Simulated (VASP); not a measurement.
# Ag (Cmcm) in VASP: single point with PBE

Aim: the single point of Ag with PBE.

All numbers are computed with VASP 6.6.1; they aren't measurements. Logs are shortened: lines on timing, memory, paths and dates and some standing lists are left out, and cuts for length are marked.

## Step 1: The cell of the first run

It takes space group Cmcm (No. 63, orthorhombic). The conventional cell has a = 3.045 Å, b = 4.916 Å, c = 4.768 Å, α = 90.00°, β = 90.00°, γ = 90.00°. Within 3.8 Å of Ag (site symmetry m2m) lie 12 Ag at 2.89 to 3.05 Å.

## Step 2: Single point, PBE

File INCAR:

```
PREC = Accurate
ENCUT = 520
EDIFF = 1E-6
ISMEAR = 0
SIGMA = 0.1
LREAL = False
LASPH = True
NELM = 100
ALGO = Normal
ISIF = 2
LWAVE = False
LCHARG = False
GGA = PE
NBANDS = 30
```

File KPOINTS:

```
Automatic mesh
0
Gamma
  4 4 6
```

File POSCAR:

```
Ag
1.0
    4.9157978837      0.0000000000      0.0000000000
    0.0000000000      4.7683189486      0.0000000000
    0.0000000000      0.0000000000      3.0450914932
Ag
4
Direct
    0.1742887139      0.2500000000      0.5000015543
    0.8257112861      0.7500000000      0.4999984457
    0.3257112861      0.7500000000      0.0000015543
    0.6742887139      0.2500000000      0.9999984457
```

Potentials or basis: VASP PAW PBE potentials, release 64 (Ag).

The run is started by

```
$ cat potpaw_PBE.64/Ag/POTCAR > POTCAR
$ mpirun -np 1 vasp_std > vasp.out
```

OUTCAR:

```text
PREC = Accurate
   ENCUT = 520
   EDIFF = 1E-6
   ISMEAR = 0
   LREAL = False
   LASPH = True
   NELM = 100
   ISIF = 2
   GGA = PE

 ion  position               nearest neighbor table
   1  0.174  0.250  0.500-   4 2.89   4 2.89   4 2.89   4 2.89   3 2.93   3 2.93   3 2.93   3 2.93
                             2 2.94   2 2.94
   2  0.826  0.750  0.500-   3 2.89   3 2.89   3 2.89   3 2.89   4 2.93   4 2.93   4 2.93   4 2.93
                             1 2.94   1 2.94
   3  0.326  0.750  0.000-   2 2.89   2 2.89   2 2.89   2 2.89   1 2.93   1 2.93   1 2.93   1 2.93
                             4 2.94   4 2.94
   4  0.674  0.250  1.000-   1 2.89   1 2.89   1 2.89   1 2.89   2 2.93   2 2.93   2 2.93   2 2.93
                             3 2.94   3 2.94

  LATTYP: Found a simple orthorhombic cell.
 ALAT       =     3.0450914932
 B/A-ratio  =     1.5659033429
 C/A-ratio  =     1.6143350355

  Lattice vectors:

 A1 = (   0.0000000000,   0.0000000000,  -3.0450914932)
 A2 = (   0.0000000000,   4.7683189486,   0.0000000000)
 A3 = (   4.9157978837,   0.0000000000,   0.0000000000)

Analysis of symmetry for initial positions (statically):
=====================================================================
 Subroutine PRICEL returns following result:

  LATTYP: Found a base centered orthorhombic cell.
 ALAT       =     3.0450914932
 B/A-ratio  =     1.6143350355
 C/A-ratio  =     1.5659033429

  Lattice vectors:

 A1 = (  -2.4578989418,   0.0000000000,   1.5225362806)
 A2 = (   2.4578989418,   0.0000000000,   1.5225552126)
 A3 = (   0.0000000000,   4.7683189486,   0.0000000000)

   2 primitive cells build up your supercell.

 Routine SETGRP: Setting up the symmetry group for a
 simple orthorhombic supercell.

 Subroutine GETGRP returns: Found  8 space group operations
 (whereof  4 operations were pure point group operations)
 out of a pool of  8 trial point group operations.

The static configuration has the point symmetry C_2h.
 The point group associated with its full space group is D_2h.

Analysis of symmetry for dynamics (positions and initial velocities):
=====================================================================
 Subroutine PRICEL returns following result:

  LATTYP: Found a base centered orthorhombic cell.
 ALAT       =     3.0450914932
 B/A-ratio  =     1.6143350355
 C/A-ratio  =     1.5659033429

  Lattice vectors:
[... 106 lines left out ...]
   PREC   = accura    normal or accurate (medium, high low for compatibility)
   ISTART =      0    job   : 0-new  1-cont  2-samecut
   ICHARG =      2    charge: 1-file 2-atom 10-const
   ISPIN  =      1    spin polarized calculation?
   LNONCOLLINEAR =      F non collinear calculations
   LSORBIT =      F    spin-orbit coupling
   LASPH  =      T    aspherical Exc in radial PAW
   ENCUT  =  520.0 eV  38.22 Ry    6.18 a.u.   9.14  8.87  5.66*2*pi/ulx,y,z
   NELM   =    100;   NELMIN=  2; NELMDL= -5     # of ELM steps
   EDIFF  = 0.1E-05   stopping-criterion for ELM
   LREAL  =      F    real-space projection
   EDIFFG = 0.1E-04   stopping-criterion for IOM
   NSW    =      0    number of steps for IOM
   IBRION =     -1    ionic relax: 0-MD 1-quasi-New 2-CG
   NFREE  =      0    steps in history (QN), initial steepest desc. (CG)
   ISIF   =      2    stress and relaxation
   ISYM   =      2    0-nonsym 1-usesym 2-fastsym
   POTIM  = 0.5000    time-step for ionic-motion
   TEBEG  =    0.0;   TEEND  =   0.0 temperature during run
   PSTRESS=    0.0 pullay stress
   NELECT =      44.0000    total number of electrons
   NUPDOWN=      -1.0000    fix difference up-down
   EMIN   =  10.00;   EMAX   =-10.00  energy-range for DOS
   EFERMI =   0.00;   METHOD = LEGACY
   ISMEAR =     0;   SIGMA  =   0.10  broadening in eV -4-tet -1-fermi 0-gaus
   EFERMI_NEDOS =   21; number of points for ismear=-14 and -15
   IALGO  =     38    algorithm
   IMIX   =      4    mixing-type and parameters
     AMIX     =   0.40;   BMIX     =  1.00
     AMIX_MAG =   1.60;   BMIX_MAG =  1.00
  volume/ion in A,a.u.               =      17.84       120.42
  Fermi-wavevector in a.u.,A,eV,Ry     =   1.393282  2.632922 26.412119  1.941236
  Thomas-Fermi vector in A             =   2.516944
   LORBIT       =      0    0 simple, 1 ext, 2 COOP (PROOUT), +10 PAW based schemes
   GGA     = PE    functional components
   LHFCALC =     F    Hartree Fock is set to
   AEXX    =    0.0000 exact exchange contribution
   IVDW    =     0    specifies the selected vdW correction
   LEPSILON=     F    determine dielectric tensor
   LRPA    =     F    only Hartree local field effects (RPA)
 non-spin polarized calculation
 Gauss-broadening in eV      SIGMA  =   0.10
  energy-cutoff  :      520.00
  volume of cell :       71.38
 maximum number of plane-waves:      1940
 NGX is ok and might be reduce to    40
   NGX = 19   NGY = 17   NGZ = 11

 number of electron      43.9999995 magnetization

 Free energy of the ion-electron system (eV)
  ---------------------------------------------------
  ext. energy  EPLUGINS =         0.00000000
  ---------------------------------------------------
  free energy    TOTEN  =       -10.86052105 eV

  energy without entropy =      -10.85689735  energy(sigma->0) =      -10.85870920

 E-fermi :   8.0039     XC(G=0): -11.9395

 val. band max:        7.8797789711   @ k =   0.5000   0.2500   0.5000
 cond. band min:       8.0055444478   @ k =   0.5000   0.2500   0.0000
 fundamental gap:      0.1257654767
 Fermi energy:         8.0038588944

 k-point     1 :       0.0000    0.0000    0.0000
  band No.  band energies     occupation
      1       0.3737      2.00000
      2       1.6878      2.00000
      3       1.7809      2.00000
      4       1.9847      2.00000
      5       2.0283      2.00000
      6       2.9196      2.00000
[... 781 lines left out ...]
     29      17.7177      0.00000
     30      17.7177      0.00000

 [... further k-points ...]
[... 5 lines left out ...]
  --------------------------------------------------------------------------------------
  -------------------------------------------------------------------------------------
  Total        0.0048286     -0.0350258     -0.0065364      0.0000000      0.0000000      0.0000000
  in kB        0.1083864     -0.7862097     -0.1467202      0.0000000      0.0000000      0.0000000
  external PRESSURE =      -0.2748478 kB  Pullay stress =       0.0000000 kB

 VOLUME and BASIS-vectors are now :
 -----------------------------------------------------------------------------
  energy-cutoff  :      520.00
  volume of cell :       71.38
      direct lattice vectors                 reciprocal lattice vectors
     4.915797884  0.000000000  0.000000000     0.203425776  0.000000000  0.000000000
     0.000000000  4.768318949  0.000000000     0.000000000  0.209717515  0.000000000
     0.000000000  0.000000000  3.045091493     0.000000000  0.000000000  0.328397358

 POSITION                                       TOTAL-FORCE (eV/Angst)
 -----------------------------------------------------------------------------------
      0.85677      1.19208      1.52255        -0.002019      0.000000      0.000000
      4.05903      3.57624      1.52254         0.002019      0.000000      0.000000
      1.60113      3.57624      0.00000         0.002019     -0.000000      0.000000
      3.31467      1.19208      3.04509        -0.002019      0.000000      0.000000
 -----------------------------------------------------------------------------------
    total drift:                               -0.000000      0.000000     -0.001343

  FREE ENERGIE OF THE ION-ELECTRON SYSTEM (eV)
  ---------------------------------------------------
  free  energy   TOTEN  =       -10.8605210484 eV

  energy  without entropy=      -10.8568973528  energy(sigma->0) =      -10.85870920
```

OSZICAR:

```text
N       E                     dE             d eps       ncg     rms          rms(c)
DAV:   1     0.290387774017E+03    0.29039E+03   -0.23030E+04  2160   0.146E+03
DAV:   2    -0.536409067641E+01   -0.29575E+03   -0.28176E+03  2310   0.332E+02
DAV:   3    -0.117978303220E+02   -0.64337E+01   -0.63976E+01  2424   0.546E+01
DAV:   4    -0.118214455409E+02   -0.23615E-01   -0.23612E-01  2292   0.327E+00
DAV:   5    -0.118216614249E+02   -0.21588E-03   -0.21588E-03  2442   0.333E-01    0.928E+00
DAV:   6    -0.108963633658E+02    0.92530E+00   -0.28392E+00  2316   0.138E+01    0.612E+00
DAV:   7    -0.108702669028E+02    0.26096E-01   -0.40039E-02  2328   0.130E+00    0.350E+00
DAV:   8    -0.108604701943E+02    0.97967E-02   -0.25456E-03  2316   0.340E-01    0.156E-01
DAV:   9    -0.108604898798E+02   -0.19686E-04   -0.60798E-05  2412   0.523E-02    0.327E-02
DAV:  10    -0.108605211322E+02   -0.31252E-04   -0.20520E-05  2322   0.355E-02    0.166E-03
DAV:  11    -0.108605210484E+02    0.83794E-07   -0.23785E-07  1416   0.352E-03
   1 F= -.10860521E+02 E0= -.10858709E+02  d E =-.362370E-02
```

It took 39 s on 1 thread of AMD EPYC 7R43 (Zen 3), shared host; peak memory 0.17 GiB.

What came out:

- Free energy: -10.8605 eV
- Pressure: 0.0 GPa
- Band gap on the k mesh: zero (band 22 reaches 10.10 eV, above the bottom of band 23 at 5.67 eV)

Forces in eV/Å, atoms in the order of the input:
```
Ag  -0.002  0.000  0.000
Ag   0.002  0.000  0.000
Ag   0.002  0.000  0.000
Ag  -0.002  0.000  0.000
```

Levels at points of the mesh, in eV from the Fermi level:
| k point | band 20 | band 21 | band 22 | band 23 | band 24 | band 25 |
| --- | --- | --- | --- | --- | --- | --- |
| (0.00, 0.00, 0.00) | -3.07 | -2.98 | -0.42 | 0.12 | 1.84 | 3.24 |
| (0.50, 0.00, 0.00) | -3.93 | -3.15 | -3.15 | 2.84 | 2.84 | 3.84 |
| (0.00, 0.50, 0.00) | -3.39 | -3.02 | -3.02 | 1.11 | 1.11 | 4.60 |
| (0.50, 0.50, 0.00) | -3.66 | -2.34 | -2.34 | -2.34 | -2.34 | 11.31 |
| (0.00, 0.00, 0.50) | -3.27 | -1.21 | -1.21 | 5.30 | 5.30 | 5.79 |
| (0.50, 0.00, 0.50) | -3.09 | -0.18 | -0.18 | 0.95 | 0.95 | 6.44 |
| (0.00, 0.50, 0.50) | -3.20 | 0.44 | 0.44 | 0.44 | 0.44 | 7.39 |
| (0.50, 0.50, 0.50) | -3.08 | 0.40 | 0.40 | 0.40 | 0.40 | 3.91 |
